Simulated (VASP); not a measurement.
# Hf (P6_3/mmc) in VASP: further runs

The runs below take Hf through single point, relaxation of cell and atoms, with LDA.

Everything below comes from runs of VASP 6.6.1. Logs are shortened: lines on timing, memory, paths and dates and some standing lists are left out, and cuts for length are marked.

**1. The cell of the first run**

Symmetry: P6_3/mmc, No. 194, hexagonal system. The conventional cell has a = 3.115 Å, b = 3.115 Å, c = 4.974 Å, α = 90.00°, β = 90.00°, γ = 120.00°. Within 4.0 Å of Hf (site symmetry -6m2) lie 12 Hf at 3.07 to 3.11 Å.

**2. Single point, LDA**

Input file INCAR:

```
PREC     = Accurate       # precision mode
ENCUT    = 520            # plane-wave cutoff, eV
EDIFF    = 1E-6           # SCF threshold, eV
ISMEAR   = 1              # smearing method
SIGMA    = 0.1            # smearing width, eV
LREAL    = F              # projectors in reciprocal space
LASPH    = T              # aspherical terms in the spheres
NELM     = 60             # most SCF steps
ALGO     = Normal         # electronic algorithm
ISIF     = 2              # what is computed and relaxed
LWAVE    = F              # write WAVECAR
LCHARG   = F              # write CHGCAR
GGA      = CA             # functional
NBANDS   = 17             # bands
```

Input file KPOINTS:

```
regular mesh
0
Gamma
  7 7 4
```

Input file POSCAR:

```
Hf
1.0
    3.1148281478      0.0000000000      0.0000000000
   -1.5574140739      2.6975203044      0.0000000000
    0.0000000000      0.0000000000      4.9736204161
Hf
2
Direct
    0.3333333333      0.6666666667      0.2500000000
    0.6666666667      0.3333333333      0.7500000000
```

Potentials or basis: VASP PAW LDA potentials, release 64 (Hf_pv).

Command:

```bash
$ cat potpaw_LDA.64/Hf_pv/POTCAR > POTCAR
$ mpirun -np 1 vasp_std > vasp.out
```

OUTCAR:

```text
PREC = Accurate
   ENCUT = 520
   EDIFF = 1E-6
   ISMEAR = 1
   LREAL = F
   LASPH = T
   NELM = 60
   ISIF = 2
   GGA = CA

 ion  position               nearest neighbor table
   1  0.333  0.667  0.250-   2 3.07   2 3.07   2 3.07   2 3.07   2 3.07   2 3.07
   2  0.667  0.333  0.750-   1 3.07   1 3.07   1 3.07   1 3.07   1 3.07   1 3.07

  LATTYP: Found a hexagonal cell.
 ALAT       =     3.1148281478
 C/A-ratio  =     1.5967559622

  Lattice vectors:

 A1 = (   3.1148281478,   0.0000000000,   0.0000000000)
 A2 = (  -1.5574140739,   2.6975203044,   0.0000000000)
 A3 = (   0.0000000000,   0.0000000000,   4.9736204161)

Analysis of symmetry for initial positions (statically):
=====================================================================
 Subroutine PRICEL returns:
 Original cell was already a primitive cell.

 Routine SETGRP: Setting up the symmetry group for a
 hexagonal supercell.

 Subroutine GETGRP returns: Found 24 space group operations
 (whereof 12 operations were pure point group operations)
 out of a pool of 24 trial point group operations.

The static configuration has the point symmetry D_3d.
 The point group associated with its full space group is D_6h.

Analysis of symmetry for dynamics (positions and initial velocities):
=====================================================================
 Subroutine PRICEL returns:
 Original cell was already a primitive cell.

 Routine SETGRP: Setting up the symmetry group for a
 hexagonal supercell.

 Subroutine GETGRP returns: Found 24 space group operations
 (whereof 12 operations were pure point group operations)
 out of a pool of 24 trial point group operations.

The dynamic configuration has the point symmetry D_3d.
 The point group associated with its full space group is D_6h.

 Subroutine INISYM returns: Found 24 space group operations
 (whereof 12 operations are pure point group operations),
 and found     1 'primitive' translations

----------------------------------------------------------------------------------------

                                     Primitive cell

  volume of cell :      41.7899

  direct lattice vectors                    reciprocal lattice vectors
     3.114828148  0.000000000  0.000000000     0.321044999  0.185355417  0.000000000
    -1.557414074  2.697520304  0.000000000     0.000000000  0.370710833  0.000000000
     0.000000000  0.000000000  4.973620416     0.000000000  0.000000000  0.201060780

  length of vectors
     3.114828148  3.114828148  4.973620416     0.370710833  0.370710833  0.201060780

  position of ions in fractional coordinates (direct lattice)
     0.333333333  0.666666667  0.250000000
     0.666666667  0.333333333  0.750000000

  ion indices of the primitive-cell ions
   primitive index   ion index
                 1           1
                 2           2

----------------------------------------------------------------------------------------

 KPOINTS: regular mesh

Automatic generation of k-mesh.
 Grid dimensions read from file:
 generate k-points for:    7    7    4

 Generating k-lattice:

  Cartesian coordinates                     Fractional coordinates (reciprocal lattice)
     0.045863571  0.026479345  0.000000000     0.142857143 -0.000000000  0.000000000
     0.000000000  0.052958690  0.000000000     0.000000000  0.142857143  0.000000000
     0.000000000  0.000000000  0.050265195     0.000000000  0.000000000  0.250000000

  Length of vectors
     0.052958690  0.052958690  0.050265195

  Shift w.r.t. Gamma in fractional coordinates (k-lattice)
     0.000000000  0.000000000  0.000000000

 Subroutine IBZKPT returns following result:
 ===========================================

 Found     24 irreducible k-points:

 Following reciprocal coordinates:
            Coordinates               Weight
  0.000000  0.000000  0.000000      1.000000
  0.142857  0.000000  0.000000      6.000000
  0.285714  0.000000  0.000000      6.000000
  0.428571  0.000000  0.000000      6.000000
  0.142857  0.142857  0.000000      6.000000
  0.285714  0.142857  0.000000     12.000000
[... 16 lines left out ...]
  0.428571  0.142857  0.500000      6.000000
  0.285714  0.285714  0.500000      6.000000
   k-points           NKPTS =     24   k-points in BZ     NKDIM =     24   number of bands    NBANDS=     17
   number of dos      NEDOS =    301   number of ions     NIONS =      2
   total plane-waves  NPLWV =  23040
   dimension x,y,z NGX =    24 NGY =   24 NGZ =   40
   dimension x,y,z NGXF=    48 NGYF=   48 NGZF=   80
   ions per type =               2
   NGX,Y,Z   is equivalent  to a cutoff of  12.81, 12.81, 13.37 a.u.
   NGXF,Y,Z  is equivalent  to a cutoff of  25.62, 25.62, 26.74 a.u.
 SYSTEM =  unknown system
   PREC   = accura    normal or accurate (medium, high low for compatibility)
   ISTART =      0    job   : 0-new  1-cont  2-samecut
   ICHARG =      2    charge: 1-file 2-atom 10-const
   ISPIN  =      1    spin polarized calculation?
   LNONCOLLINEAR =      F non collinear calculations
   LSORBIT =      F    spin-orbit coupling
   LASPH  =      T    aspherical Exc in radial PAW
   ENCUT  =  520.0 eV  38.22 Ry    6.18 a.u.   5.79  5.79  9.25*2*pi/ulx,y,z
   NELM   =     60;   NELMIN=  2; NELMDL= -5     # of ELM steps
   EDIFF  = 0.1E-05   stopping-criterion for ELM
   LREAL  =      F    real-space projection
   EDIFFG = 0.1E-04   stopping-criterion for IOM
   NSW    =      0    number of steps for IOM
   IBRION =     -1    ionic relax: 0-MD 1-quasi-New 2-CG
   NFREE  =      0    steps in history (QN), initial steepest desc. (CG)
   ISIF   =      2    stress and relaxation
   ISYM   =      2    0-nonsym 1-usesym 2-fastsym
   POTIM  = 0.5000    time-step for ionic-motion
   TEBEG  =    0.0;   TEEND  =   0.0 temperature during run
   PSTRESS=    0.0 pullay stress
   NELECT =      20.0000    total number of electrons
   NUPDOWN=      -1.0000    fix difference up-down
   EMIN   =  10.00;   EMAX   =-10.00  energy-range for DOS
   EFERMI =   0.00;   METHOD = LEGACY
   ISMEAR =     1;   SIGMA  =   0.10  broadening in eV -4-tet -1-fermi 0-gaus
   EFERMI_NEDOS =   21; number of points for ismear=-14 and -15
   IALGO  =     38    algorithm
   IMIX   =      4    mixing-type and parameters
     AMIX     =   0.40;   BMIX     =  1.00
     AMIX_MAG =   1.60;   BMIX_MAG =  1.00
  volume/ion in A,a.u.               =      20.89       141.01
  Fermi-wavevector in a.u.,A,eV,Ry     =   1.280544  2.419876 22.310721  1.639792
  Thomas-Fermi vector in A             =   2.412965
   LORBIT       =      0    0 simple, 1 ext, 2 COOP (PROOUT), +10 PAW based schemes
   GGA     = CA    functional components
   LHFCALC =     F    Hartree Fock is set to
   AEXX    =    0.0000 exact exchange contribution
   IVDW    =     0    specifies the selected vdW correction
   LEPSILON=     F    determine dielectric tensor
   LRPA    =     F    only Hartree local field effects (RPA)
 non-spin polarized calculation
 Methfessel and Paxton  Order N= 1 SIGMA  =   0.10
  energy-cutoff  :      520.00
  volume of cell :       41.79
 maximum number of plane-waves:      1136
 NGX is ok and might be reduce to    24
   NGX = 11   NGY = 11   NGZ = 19

 number of electron      19.9999996 magnetization

 Free energy of the ion-electron system (eV)
  ---------------------------------------------------
  ext. energy  EPLUGINS =         0.00000000
  ---------------------------------------------------
  free energy    TOTEN  =       -21.37954313 eV

  energy without entropy =      -21.38306736  energy(sigma->0) =      -21.38071787

 E-fermi :   5.3815     XC(G=0): -11.7857

 val. band max:        5.3558661005   @ k =   0.0000   0.0000   0.5000
 cond. band min:       5.4835578700   @ k =   0.2857   0.2857   0.0000
 fundamental gap:      0.1276917695
 Fermi energy:         5.3815347032

 k-point     1 :       0.0000    0.0000    0.0000
  band No.  band energies     occupation
      1     -25.6133      2.00000
      2     -24.6759      2.00000
      3     -24.6759      2.00000
      4     -24.5245      2.00000
      5     -24.5219      2.00000
      6     -24.5219      2.00000
[... 9 lines left out ...]
     16       8.0469      0.00000
     17      10.9162      0.00000

 k-point     2 :       0.1429    0.0000    0.0000
  band No.  band energies     occupation
      1     -25.5476      2.00000
      2     -24.8199      2.00000
      3     -24.7222      2.00000
      4     -24.6715      2.00000
      5     -24.5539      2.00000
      6     -24.5421      2.00000
[... 9 lines left out ...]
     16       7.8864      0.00000
     17      11.3443      0.00000

 k-point     3 :       0.2857    0.0000    0.0000
  band No.  band energies     occupation
      1     -25.3768      2.00000
      2     -25.1417      2.00000
      3     -24.9841      2.00000
      4     -24.8195      2.00000
      5     -24.6423      2.00000
      6     -24.5924      2.00000
[... 9 lines left out ...]
     16       9.5334      0.00000
     17      11.8798      0.00000

 k-point     4 :       0.4286    0.0000    0.0000
  band No.  band energies     occupation
      1     -25.3955      2.00000
      2     -25.2163      2.00000
      3     -25.1863      2.00000
      4     -24.8932      2.00000
      5     -24.7661      2.00000
      6     -24.6354      2.00000
[... 9 lines left out ...]
     16      11.5647      0.00000
     17      12.1028      0.00000
[... 343 lines left out ...]
      1     -25.3819      2.00000
      2     -25.3819      2.00000
      3     -24.8841      2.00000
      4     -24.8841      2.00000
      5     -24.7213      2.00000
      6     -24.7213      2.00000
[... 9 lines left out ...]
     16      10.9441      0.00000
     17      11.8505      0.00000

 k-point    23 :       0.4286    0.1429    0.5000
  band No.  band energies     occupation
      1     -25.4642      2.00000
      2     -25.4642      2.00000
      3     -24.9303      2.00000
      4     -24.9303      2.00000
      5     -24.7215      2.00000
      6     -24.7215      2.00000
[... 9 lines left out ...]
     16      11.2216      0.00000
     17      13.0220      0.00000

 k-point    24 :       0.2857    0.2857    0.5000
  band No.  band energies     occupation
      1     -25.3871      2.00000
      2     -25.3871      2.00000
      3     -25.0627      2.00000
      4     -25.0627      2.00000
      5     -24.7048      2.00000
      6     -24.7048      2.00000
[... 9 lines left out ...]
     16      11.0468      0.00000
     17      13.7692      0.00000

------------------------ aborting loop because EDIFF is reached ----------------------------------------

  FORCE on cell =-STRESS in cart. coord.  units (eV):
  Direction    XX          YY          ZZ          XY          YZ          ZX
  --------------------------------------------------------------------------------------
  -------------------------------------------------------------------------------------
  Total        0.0117714      0.0117714      0.0687270      0.0000000      0.0000000     -0.0000000
  in kB        0.4513024      0.4513024      2.6349162      0.0000000      0.0000000     -0.0000000
  external PRESSURE =       1.1791737 kB  Pullay stress =       0.0000000 kB

 VOLUME and BASIS-vectors are now :
 -----------------------------------------------------------------------------
  energy-cutoff  :      520.00
  volume of cell :       41.79
      direct lattice vectors                 reciprocal lattice vectors
     3.114828148  0.000000000  0.000000000     0.321044999  0.185355417  0.000000000
    -1.557414074  2.697520304  0.000000000     0.000000000  0.370710833  0.000000000
     0.000000000  0.000000000  4.973620416     0.000000000  0.000000000  0.201060780

 POSITION                                       TOTAL-FORCE (eV/Angst)
 -----------------------------------------------------------------------------------
     -0.00000      1.79835      1.24341         0.000000     -0.000000      0.000000
      1.55741      0.89917      3.73022        -0.000000      0.000000      0.000000
 -----------------------------------------------------------------------------------
    total drift:                               -0.000000      0.000000     -0.000000

  FREE ENERGIE OF THE ION-ELECTRON SYSTEM (eV)
  ---------------------------------------------------
  free  energy   TOTEN  =       -21.3795431272 eV

  energy  without entropy=      -21.3830673575  energy(sigma->0) =      -21.38071787
```

Run time: 7.9 s. Hardware: 1 thread of Intel Xeon 6975P-C (Granite Rapids), shared host; peak memory 0.15 GiB.

What came out:

* Free energy: -21.3795 eV
* Pressure: 0.1 GPa
* Band gap on the k mesh: zero (band 10 reaches 6.42 eV, above the bottom of band 11 at 5.17 eV)

Stress tensor (GPa, compression positive):
```
0.05 0.00 0.00
0.00 0.05 0.00
0.00 0.00 0.26
```

Levels at points of the mesh, in eV from the Fermi level:
```csv
k point,band 7,band 8,band 9,band 10,band 11,band 12,band 13,band 14
"(0.00, 0.00, 0.00)",-7.64,-4.04,0.88,1.04,1.04,1.23,1.90,1.90
"(0.00, 0.00, 0.50)",-5.56,-5.56,-0.03,-0.03,0.94,0.94,0.94,0.94
```

Caveat: spin-orbit coupling is left out, which moves the levels of the heavy elements.

**3. Relaxation of cell and atoms, LDA**

This run uses another cell than the first one, of 22.38 Å³/atom, 1.071 times its volume.

Input file INCAR:

```
ALGO     = Normal         # electronic algorithm
EDIFF    = 1E-7           # SCF threshold, eV
EDIFFG   = -0.01          # ionic threshold
ENCUT    = 600            # plane-wave cutoff, eV
GGA      = CA             # functional
IBRION   = 2              # ionic algorithm
ISIF     = 3              # what is computed and relaxed
ISMEAR   = 1              # smearing method
LASPH    = True           # aspherical terms in the spheres
LCHARG   = False          # write CHGCAR
LREAL    = False          # projectors in reciprocal space
LWAVE    = False          # write WAVECAR
NELM     = 80             # most SCF steps
NSW      = 60             # ionic steps
PREC     = Accurate       # precision mode
SIGMA    = 0.1            # smearing width, eV
```

Input file KPOINTS:

```
k-points
0
Gamma
  7 7 4
```

Input file POSCAR:

```
Hf
1.0
    3.1967000000      0.0000000000      0.0000000000
   -1.5983500000      2.7684234100      0.0000000000
    0.0000000000      0.0000000000      5.0578000000
Hf
2
Direct
    0.3333333333      0.6666666667      0.2500000000
    0.6666666667      0.3333333333      0.7500000000
```

Potentials or basis: VASP PAW LDA potentials, release 64 (Hf_pv).

Command:

```bash
$ cat potpaw_LDA.64/Hf_pv/POTCAR > POTCAR
$ mpirun -np 1 vasp_std > vasp.out
```

Run time: 43 s. Hardware: 1 thread of Intel Xeon 6975P-C (Granite Rapids), shared host; peak memory 0.17 GiB.

It converged, with:

| Quantity | Value |
| --- | --- |
| Free energy | -21.3800 eV |
| Relaxed volume | 20.91 Å³/atom |
| Relaxed cell | a = 3.113 Å, b = 3.113 Å, c = 4.983 Å, α = 90.00°, β = 90.00°, γ = 120.00° |
| Space group after relaxing (to 0.05 Å) | P6_3/mmc (No. 194) |
| Energy gained by relaxing | 35.8 meV/atom |
| Ionic steps | 7 |
| Pressure after relaxing | 0.1 GPa |
| Band gap on the k mesh | zero (band 10 reaches 6.42 eV, above the bottom of band 11 at 5.17 eV) |

Step by step:
```csv
step,energy change (eV),largest force (eV/Å),pressure (GPa),volume (Å³)
1,0.0000,0.0000,-7.31,44.76
2,0.0409,0.0000,11.48,38.46
3,-0.0713,0.0000,-0.12,41.84
4,-0.0713,0.0000,0.05,41.79
5,-0.0715,0.0000,0.06,41.80
6,-0.0717,0.0000,0.06,41.81
7,-0.0717,0.0000,0.06,41.81
```

Final structure:
```cif
data_structure
_symmetry_space_group_name_H-M 'P 1'
_symmetry_Int_Tables_number 1
_cell_length_a 3.1127
_cell_length_b 3.1127
_cell_length_c 4.9830
_cell_angle_alpha 90.000
_cell_angle_beta 90.000
_cell_angle_gamma 120.000
_cell_volume 41.81
loop_
_atom_site_label
_atom_site_type_symbol
_atom_site_fract_x
_atom_site_fract_y
_atom_site_fract_z
_atom_site_occupancy
Hf1 Hf 0.33333 0.66667 0.25000 1
Hf2 Hf 0.66667 0.33333 0.75000 1
```

Levels at points of the mesh, in eV from the Fermi level:
```csv
k point,band 7,band 8,band 9,band 10,band 11,band 12,band 13,band 14
"(0.00, 0.00, 0.00)",-7.63,-4.04,0.87,1.05,1.05,1.21,1.91,1.91
"(0.00, 0.00, 0.50)",-5.56,-5.56,-0.03,-0.03,0.96,0.96,0.96,0.96
```

Caveat: spin-orbit coupling is left out, which moves the levels of the heavy elements. Zero-point motion and thermal expansion aren't in these numbers.
